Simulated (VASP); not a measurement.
# C (I4/mcm) in VASP: further runs

The runs below take C through single point, relaxation of cell and atoms, with PBE.

Program: VASP 6.6.1. These are calculated values, not measurements. Logs are shortened: lines on timing, memory, paths and dates and some standing lists are left out, and cuts for length are marked.

## Step 1: The cell of the first run

Symmetry: I4/mcm, No. 140, tetragonal system. Conventional cell: a = 2.892 Å, b = 2.892 Å, c = 5.907 Å, α = 90.00°, β = 90.00°, γ = 90.00°. C (site symmetry m2m) has 5 C at 1.49 to 1.54 Å within 2.0 Å.

The cell was built from a structure type or drawn by symmetry, and may not be a known phase.

## Step 2: Single point, PBE

Input file INCAR:

```
PREC     = Accurate       # precision mode
ENCUT    = 520            # plane-wave cutoff, eV
EDIFF    = 1E-6           # SCF threshold, eV
ISMEAR   = 0              # smearing method
SIGMA    = 0.1            # smearing width, eV
LREAL    = F              # projectors in reciprocal space
LASPH    = T              # aspherical terms in the spheres
NELM     = 80             # most SCF steps
ALGO     = Normal         # electronic algorithm
ISIF     = 2              # what is computed and relaxed
LWAVE    = F              # write WAVECAR
LCHARG   = T              # write CHGCAR
GGA      = PE             # functional
LELF     = T              # ELF
LVHAR    = T            
NBANDS   = 16             # bands
```

Input file KPOINTS:

```
regular mesh
0
Gamma
  8 8 8
```

Input file POSCAR:

```
C
1.0
   -1.4461555100      1.4461555100      2.9533589800
    1.4461555100     -1.4461555100      2.9533589800
    1.4461555100      1.4461555100     -2.9533589800
C
4
Direct
    0.3118297000      0.8118297000      0.1236594100
    0.6881703000      0.1881703000      0.8763405900
    0.8118297000      0.6881703000      0.5000000000
    0.1881703000      0.3118297000      0.5000000000
```

Potentials or basis: VASP PAW PBE potentials, release 64 (C).

Started as:

```console
cat potpaw_PBE.64/C/POTCAR > POTCAR
mpirun -np 1 vasp_std > vasp.out
```

OUTCAR:

```text
PREC = Accurate
   ENCUT = 520
   EDIFF = 1E-6
   ISMEAR = 0
   LREAL = F
   LASPH = T
   NELM = 80
   ISIF = 2
   GGA = PE

 ion  position               nearest neighbor table
   1  0.312  0.812  0.124-   3 1.49   4 1.49   4 1.49   3 1.49   2 1.54
   2  0.688  0.188  0.876-   3 1.49   4 1.49   3 1.49   4 1.49   1 1.54
   3  0.812  0.688  0.500-   2 1.49   1 1.49   2 1.49   1 1.49   4 1.54
   4  0.188  0.312  0.500-   2 1.49   1 1.49   1 1.49   2 1.49   3 1.54

  LATTYP: Found a body centered tetragonal cell.
 ALAT       =     2.8923110200
 C/A-ratio  =     2.0422139663

  Lattice vectors:

 A1 = (  -1.4461555100,   1.4461555100,   2.9533589800)
 A2 = (   1.4461555100,  -1.4461555100,   2.9533589800)
 A3 = (   1.4461555100,   1.4461555100,  -2.9533589800)

Analysis of symmetry for initial positions (statically):
=====================================================================
 Subroutine PRICEL returns:
 Original cell was already a primitive cell.

 Routine SETGRP: Setting up the symmetry group for a
 body centered tetragonal supercell.

 Subroutine GETGRP returns: Found 16 space group operations
 (whereof  8 operations were pure point group operations)
 out of a pool of 16 trial point group operations.

The static configuration has the point symmetry C_4h.
 The point group associated with its full space group is D_4h.

Analysis of symmetry for dynamics (positions and initial velocities):
=====================================================================
 Subroutine PRICEL returns:
 Original cell was already a primitive cell.

 Routine SETGRP: Setting up the symmetry group for a
 body centered tetragonal supercell.

 Subroutine GETGRP returns: Found 16 space group operations
 (whereof  8 operations were pure point group operations)
 out of a pool of 16 trial point group operations.

The dynamic configuration has the point symmetry C_4h.
 The point group associated with its full space group is D_4h.

 Subroutine INISYM returns: Found 16 space group operations
 (whereof  8 operations are pure point group operations),
 and found     1 'primitive' translations

----------------------------------------------------------------------------------------

                                     Primitive cell

  volume of cell :      24.7062

  direct lattice vectors                    reciprocal lattice vectors
    -1.446155510  1.446155510  2.953358980     0.000000000  0.345744283  0.169298756
     1.446155510 -1.446155510  2.953358980     0.345744283  0.000000000  0.169298756
     1.446155510  1.446155510 -2.953358980     0.345744283  0.345744283  0.000000000

  length of vectors
     3.592361449  3.592361449  3.592361449     0.384969061  0.384969061  0.488956254

  position of ions in fractional coordinates (direct lattice)
     0.311829700  0.811829700  0.123659410
     0.688170300  0.188170300  0.876340590
     0.811829700  0.688170300  0.500000000
     0.188170300  0.311829700  0.500000000

  ion indices of the primitive-cell ions
   primitive index   ion index
                 1           1
                 2           2
                 3           3
                 4           4

----------------------------------------------------------------------------------------

 KPOINTS: regular mesh

Automatic generation of k-mesh.
 Grid dimensions read from file:
 generate k-points for:    8    8    8

 Generating k-lattice:

  Cartesian coordinates                     Fractional coordinates (reciprocal lattice)
     0.000000000  0.043218035  0.021162344     0.125000000  0.000000000  0.000000000
     0.043218035  0.000000000  0.021162344     0.000000000  0.125000000  0.000000000
     0.043218035  0.043218035  0.000000000     0.000000000  0.000000000  0.125000000

  Length of vectors
     0.048121133  0.048121133  0.061119532

  Shift w.r.t. Gamma in fractional coordinates (k-lattice)
     0.000000000  0.000000000  0.000000000

 Subroutine IBZKPT returns following result:
 ===========================================

 Found     59 irreducible k-points:

 Following reciprocal coordinates:
            Coordinates               Weight
  0.000000  0.000000  0.000000      1.000000
  0.125000  0.000000  0.000000      8.000000
  0.250000  0.000000  0.000000      8.000000
  0.375000 -0.000000  0.000000      8.000000
  0.500000  0.000000  0.000000      4.000000
  0.125000  0.125000  0.000000      8.000000
[... 16 lines left out ...]
  0.250000  0.125000  0.125000     16.000000
  0.375000  0.125000  0.125000      8.000000
 [... further k-points ...]
   k-points           NKPTS =     59   k-points in BZ     NKDIM =     59   number of bands    NBANDS=     16
   number of dos      NEDOS =    301   number of ions     NIONS =      4
   total plane-waves  NPLWV =  21952
   dimension x,y,z NGX =    28 NGY =   28 NGZ =   28
   dimension x,y,z NGXF=    56 NGYF=   56 NGZF=   56
   ions per type =               4
   NGX,Y,Z   is equivalent  to a cutoff of  12.96, 12.96, 12.96 a.u.
[... 62 lines left out ...]
 cond. band min:       9.9968770806   @ k =   0.2500   0.1250   0.1250
 fundamental gap:      0.0280635430
 Fermi energy:         9.9695861274

 k-point     1 :       0.0000    0.0000    0.0000
  band No.  band energies     occupation
      1     -15.3106      2.00000
      2      -6.4087      2.00000
      3      -3.2140      2.00000
      4      -0.1330      2.00000
      5      -0.1330      2.00000
      6       0.1366      2.00000
[... 8 lines left out ...]
     15      20.6363      0.00000
     16      26.9326      0.00000

 k-point     2 :       0.1250    0.0000    0.0000
  band No.  band energies     occupation
      1     -15.0921      2.00000
      2      -6.8475      2.00000
      3      -3.9722      2.00000
      4      -0.2876      2.00000
      5       0.2308      2.00000
      6       1.2969      2.00000
[... 8 lines left out ...]
     15      21.6261      0.00000
     16      26.7179      0.00000

 k-point     3 :       0.2500    0.0000    0.0000
  band No.  band energies     occupation
      1     -14.4436      2.00000
      2      -8.3553      2.00000
      3      -4.1341      2.00000
      4      -0.7755      2.00000
      5       0.5643      2.00000
      6       3.4078      2.00000
[... 8 lines left out ...]
     15      23.1037      0.00000
     16      26.3943      0.00000

 k-point     4 :       0.3750   -0.0000    0.0000
  band No.  band energies     occupation
      1     -13.3867      2.00000
      2     -10.2312      2.00000
      3      -3.5300      2.00000
      4      -1.5959      2.00000
      5       1.2512      2.00000
      6       4.0779      2.00000
[... 8 lines left out ...]
     15      23.7493      0.00000
     16      25.4743      0.00000

 k-point     5 :       0.5000    0.0000    0.0000
  band No.  band energies     occupation
      1     -11.9600      2.00000
      2     -11.9600      2.00000
      3      -2.5979      2.00000
      4      -2.5979      2.00000
      5       2.4022      2.00000
      6       2.4022      2.00000
[... 8 lines left out ...]
     15      25.2648      0.00000
     16      25.2648      0.00000

 k-point     6 :       0.1250    0.1250    0.0000
  band No.  band energies     occupation
      1     -14.8375      2.00000
      2      -7.0397      2.00000
      3      -4.8432      2.00000
      4      -0.2411      2.00000
      5       0.0580      2.00000
      6       2.1648      2.00000
[... 8 lines left out ...]
     15      22.7558      0.00000
     16      26.5331      0.00000
[... 267 lines left out ...]
 k-point    21 :       0.5000    0.5000    0.0000
  band No.  band energies     occupation
      1      -9.5656      2.00000
      2      -9.1746      2.00000
      3      -8.5253      2.00000
      4      -8.1252      2.00000
      5       4.3887      2.00000
      6       6.0204      2.00000
[... 8 lines left out ...]
     15      20.8201      0.00000
     16      23.7876      0.00000

 k-point    22 :       0.1250    0.1250    0.1250
  band No.  band energies     occupation
      1     -13.6559      2.00000
      2      -8.1256      2.00000
      3      -6.6645      2.00000
      4      -2.2635      2.00000
      5       1.5696      2.00000
      6       6.1736      2.00000
[... 8 lines left out ...]
     15      23.9348      0.00000
     16      25.8393      0.00000

 k-point    23 :       0.2500    0.1250    0.1250
  band No.  band energies     occupation
      1     -12.6062      2.00000
      2      -9.5152      2.00000
      3      -6.4029      2.00000
      4      -3.8435      2.00000
      5       2.2492      2.00000
      6       4.9979      2.00000
[... 8 lines left out ...]
     15      24.6342      0.00000
     16      25.5168      0.00000

 k-point    24 :       0.3750    0.1250    0.1250
  band No.  band energies     occupation
      1     -11.1944      2.00000
      2     -11.1944      2.00000
      3      -5.2891      2.00000
      4      -5.2891      2.00000
      5       3.3810      2.00000
      6       3.3810      2.00000
[... 8 lines left out ...]
     15      24.1761      0.00000
     16      24.1761      0.00000

 [... further k-points ...]
[... 5 lines left out ...]
  --------------------------------------------------------------------------------------
  -------------------------------------------------------------------------------------
  Total       25.5925873     25.5925873      0.6312926      0.0000000     -0.0000000     -0.0000000
  in kB     1659.6578077   1659.6578077     40.9387925      0.0000000     -0.0000000     -0.0000000
  external PRESSURE =    1120.0848027 kB  Pullay stress =       0.0000000 kB

 VOLUME and BASIS-vectors are now :
 -----------------------------------------------------------------------------
  energy-cutoff  :      520.00
  volume of cell :       24.71
      direct lattice vectors                 reciprocal lattice vectors
    -1.446155510  1.446155510  2.953358980     0.000000000  0.345744283  0.169298756
     1.446155510 -1.446155510  2.953358980     0.345744283  0.000000000  0.169298756
     1.446155510  1.446155510 -2.953358980     0.345744283  0.345744283  0.000000000

 POSITION                                       TOTAL-FORCE (eV/Angst)
 -----------------------------------------------------------------------------------
      0.90191     -0.54425      2.95336        -2.278728     -2.278728     -0.000000
      0.54425      1.99040      0.00000         2.278728      2.278728      0.000000
      0.54425      0.90191      2.95336         2.278728     -2.278728     -0.000000
      0.90191      0.54425      0.00000        -2.278728      2.278728     -0.000000
 -----------------------------------------------------------------------------------
    total drift:                                0.000002      0.000001     -0.000009

  FREE ENERGIE OF THE ION-ELECTRON SYSTEM (eV)
  ---------------------------------------------------
  free  energy   TOTEN  =       -20.1261898883 eV

  energy  without entropy=      -20.1190083558  energy(sigma->0) =      -20.12259912
```

It took 13 s on 1 thread of Intel Xeon 6975P-C (Granite Rapids), shared host; peak memory 0.15 GiB.

What came out:

| Item | Value |
| --- | --- |
| Free energy | -20.1262 eV |
| Pressure | 112.0 GPa |
| Largest force | 3.223 eV/Å |
| Band gap on the k mesh | zero (bands 8 and 9 overlap by 1.43 eV) |

Forces in eV/Å, atoms in the order of the input:
```
C   -2.279 -2.279  0.000
C    2.279  2.279  0.000
C    2.279 -2.279  0.000
C   -2.279  2.279  0.000
```

Stress tensor (GPa, compression positive):
```
165.97   0.00   0.00
  0.00 165.97   0.00
  0.00   0.00   4.09
```

Caveat: the cell stands under pressure; forces of over 1 eV/Å act on the atoms, so gaps and moduli don't describe the material at rest.

## Step 3: Relaxation of cell and atoms, PBE

Input file INCAR:

```
SYSTEM = C
PREC = Accurate
ENCUT = 600
EDIFF = 1E-6
ISMEAR = 0
SIGMA = 0.1
LREAL = .FALSE.
LASPH = .TRUE.
NELM = 60
ALGO = Normal
ISIF = 3
LWAVE = .FALSE.
LCHARG = .FALSE.
GGA = PE
IBRION = 2
NSW = 90
EDIFFG = -0.04
```

Input file KPOINTS:

```
Automatic mesh
0
G
  8 8 8
  0 0 0
```

POSCAR is that of step 2.

Potentials or basis: VASP PAW PBE potentials, release 64 (C).

Started as:

```console
cat potpaw_PBE.64/C/POTCAR > POTCAR
mpirun -np 1 vasp_std > vasp.out
```

Wall time 2.7 min (1 thread of Intel Xeon 6975P-C (Granite Rapids), shared host); peak memory 0.16 GiB.

The run converged. Its results:

| Property | Result |
| --- | --- |
| Free energy | -26.6004 eV |
| Relaxed volume | 9.31 Å³/atom |
| Relaxed cell | a = 4.224 Å, b = 4.224 Å, c = 4.224 Å, α = 134.88°, β = 134.88°, γ = 65.71° |
| Space group after relaxing (to 0.1 Å) | P4/mmm (No. 123) |
| Energy gained by relaxing | 1615.5 meV/atom |
| Ionic steps | 24 |
| Pressure after relaxing | 0.1 GPa |
| Largest force after relaxing | 0.039 eV/Å |
| Band gap on the k mesh | zero (bands 8 and 9 overlap by 2.27 eV) |

Forces on the atoms (eV/Å):
```
C   -0.027 -0.027  0.000
C    0.027  0.027  0.000
C    0.027 -0.027  0.000
C   -0.027  0.027  0.000
```

Stress tensor (GPa, compression positive):
```
0.22 0.00 0.00
0.00 0.22 0.00
0.00 0.00 0.00
```

The path:
| step | energy change (eV) | largest force (eV/Å) | pressure (GPa) | volume (Å³) |
| --- | --- | --- | --- | --- |
| 1 | 0.0000 | 3.2215 | 111.41 | 24.71 |
| 2 | -2.1904 | 1.6991 | -47.54 | 42.52 |
| 3 | -4.5585 | 3.8118 | -21.14 | 33.96 |
| 4 | -4.5944 | 4.1238 | -12.72 | 32.93 |
| 5 | -5.9940 | 0.6778 | -24.29 | 34.22 |
| 6 | -6.0626 | 0.1688 | -23.29 | 34.00 |
| 7 | -5.8500 | 0.7998 | 44.05 | 29.05 |
| 8 | -6.3783 | 0.1887 | 0.21 | 31.72 |
| 9 | -6.3786 | 0.2005 | 0.96 | 31.66 |
| 10 | -6.3785 | 0.2098 | 1.56 | 31.62 |
| 11 | -6.3889 | 0.0016 | 2.06 | 31.83 |
| 12 | -6.3925 | 0.2460 | 2.66 | 32.09 |
| 13 | -6.3991 | 0.2560 | 1.82 | 32.41 |
| 14 | -6.4149 | 0.2858 | -0.65 | 33.37 |
| 15 | -6.4244 | 0.3438 | -5.16 | 35.31 |
| 16 | -6.4279 | 0.3320 | -4.95 | 35.46 |
| 17 | -6.4369 | 0.2967 | -4.41 | 35.88 |
| 18 | -6.4502 | 0.2257 | -3.23 | 36.73 |
| 19 | -6.4581 | 0.0805 | -1.13 | 38.40 |
| 20 | -6.4590 | 0.1217 | -1.68 | 37.93 |
| 21 | -6.4590 | 0.1171 | -1.64 | 37.99 |
| 22 | -6.4604 | 0.0996 | -1.03 | 37.75 |
| 23 | -6.4617 | 0.0625 | 0.27 | 37.26 |
| 24 | -6.4619 | 0.0386 | 0.15 | 37.26 |

Final structure:
```yaml
crystal:
  lattice:
    - [-1.62030, 1.62030, 3.54802]
    - [1.62030, -1.62030, 3.54802]
    - [1.62030, 1.62030, -3.54802]
  atoms:
    - { symbol: C, position: [0.25030, 0.75030, 0.00060] }
    - { symbol: C, position: [0.74970, 0.24970, 0.99940] }
    - { symbol: C, position: [0.75030, 0.74970, 0.50000] }
    - { symbol: C, position: [0.24970, 0.25030, 0.50000] }
```

Levels at points of the mesh, in eV from the Fermi level:
```tsv
k point	band 4	band 5	band 6	band 7	band 8	band 9	band 10	band 11	band 12
(0.00, 0.00, 0.00)	-6.44	-6.44	-6.25	-2.89	-2.89	1.44	1.44	4.23	7.68
(0.50, 0.00, 0.00)	-7.44	-5.06	-5.06	-3.98	-3.98	4.37	4.37	4.50	4.50
(0.50, 0.50, 0.00)	-13.88	-1.53	-1.53	-0.27	-0.27	3.42	3.42	3.44	3.44
(0.50, 0.50, 0.50)	-7.80	-6.63	-6.63	-2.86	-2.86	2.19	2.19	7.91	8.57
```

Caveat: the volume moved by over 15 % at a fixed basis, so the end points are rough.

## Step 4: Single point, PBE, collinear spin

Input file INCAR:

```
ALGO     = Normal         # electronic algorithm
EDIFF    = 1E-6           # SCF threshold, eV
ENCUT    = 520            # plane-wave cutoff, eV
GGA      = PE             # functional
ISIF     = 2              # what is computed and relaxed
ISMEAR   = 0              # smearing method
ISPIN    = 2              # spin polarisation
LASPH    = T              # aspherical terms in the spheres
LCHARG   = F              # write CHGCAR
LORBIT   = 11             # projections on sites
LREAL    = F              # projectors in reciprocal space
LWAVE    = F              # write WAVECAR
MAGMOM   = 1 1 1 1        # initial moments
NBANDS   = 20             # bands
NELM     = 150            # most SCF steps
PREC     = Accurate       # precision mode
SIGMA    = 0.1            # smearing width, eV
```

Input file KPOINTS:

```
k-points
0
Gamma
  8 8 8
```

POSCAR is that of step 3.

Started as:

```console
cat potpaw_PBE.64/C/POTCAR > POTCAR
mpirun -np 1 vasp_std > vasp.out
```

Run time: 32 s. Hardware: 1 thread of Intel Xeon 6975P-C (Granite Rapids), shared host; peak memory 0.18 GiB.

The run converged. Its results:

- Free energy: -20.1262 eV
- Pressure: 112.0 GPa
- Largest force: 3.223 eV/Å
- Band gap on the k mesh: zero (filled and empty bands overlap)
- Net moment: 0.00 μB per cell
- Valence electrons inside the program's atomic spheres: C 2.63

Forces in eV/Å, atoms in the order of the input:
```
C   -2.279 -2.279  0.000
C    2.279  2.279  0.000
C    2.279 -2.279  0.000
C   -2.279  2.279  0.000
```

Stress tensor (GPa, compression positive):
```
165.96   0.00   0.00
  0.00 165.96   0.00
  0.00   0.00   4.15
```

Levels at points of the mesh, in eV from the Fermi level:
Spin up:
| k point | band 4 | band 5 | band 6 | band 7 | band 8 | band 9 | band 10 | band 11 | band 12 | band 13 |
| --- | --- | --- | --- | --- | --- | --- | --- | --- | --- | --- |
| (0.00, 0.00, 0.00) | -10.10 | -10.10 | -9.83 | 0.33 | 0.33 | 0.47 | 0.47 | 2.62 | 3.94 | 4.64 |
| (0.50, 0.00, 0.00) | -12.57 | -7.57 | -7.57 | -4.55 | -4.55 | 4.25 | 4.25 | 5.38 | 5.38 | 10.48 |
| (0.50, 0.50, 0.00) | -18.09 | -5.58 | -3.95 | -2.90 | -0.99 | 3.83 | 3.92 | 6.53 | 6.55 | 7.20 |
| (0.50, 0.50, 0.50) | -13.05 | -10.43 | -10.43 | 0.10 | 0.10 | 2.35 | 2.35 | 4.77 | 5.76 | 9.19 |
Spin down:
```tsv
k point	band 4	band 5	band 6	band 7	band 8	band 9	band 10	band 11	band 12	band 13
(0.00, 0.00, 0.00)	-10.10	-10.10	-9.83	0.33	0.33	0.47	0.47	2.62	3.94	4.64
(0.50, 0.00, 0.00)	-12.57	-7.57	-7.57	-4.55	-4.55	4.25	4.25	5.38	5.38	10.48
(0.50, 0.50, 0.00)	-18.09	-5.58	-3.95	-2.90	-0.99	3.83	3.92	6.53	6.54	7.20
(0.50, 0.50, 0.50)	-13.05	-10.43	-10.43	0.10	0.10	2.35	2.35	4.77	5.76	9.19
```

Caveat: the cell stands under pressure; forces of over 1 eV/Å act on the atoms, so gaps and moduli don't describe the material at rest.

## Step 5: The runs side by side

| task | spin | cell | cutoff (eV) | gap on the mesh (eV) | pressure (GPa) | largest force (eV/Å) |
| --- | --- | --- | --- | --- | --- | --- |
| single point | off | as given | 520 | none | 112.0 | 3.22 |
| relaxation of cell and atoms | off | relaxed | 600 | none | 0.1 | 0.04 |
| single point | collinear | as given | 520 | none | 112.0 | 3.22 |

Alike in all rows: level PBE; potentials or basis VASP PAW PBE potentials, release 64 (C); k mesh 8 × 8 × 8; smearing gaussian 0.1 eV.

Caveats: the cell stands under pressure (at least some runs); forces of over 1 eV/Å act on the atoms, so gaps and moduli don't describe the material at rest (at least some runs); the volume moved by over 15 % at a fixed basis, so the end points are rough (at least some runs).

Total energies depend on the potentials used, so only differences within one code and one set of settings carry meaning.
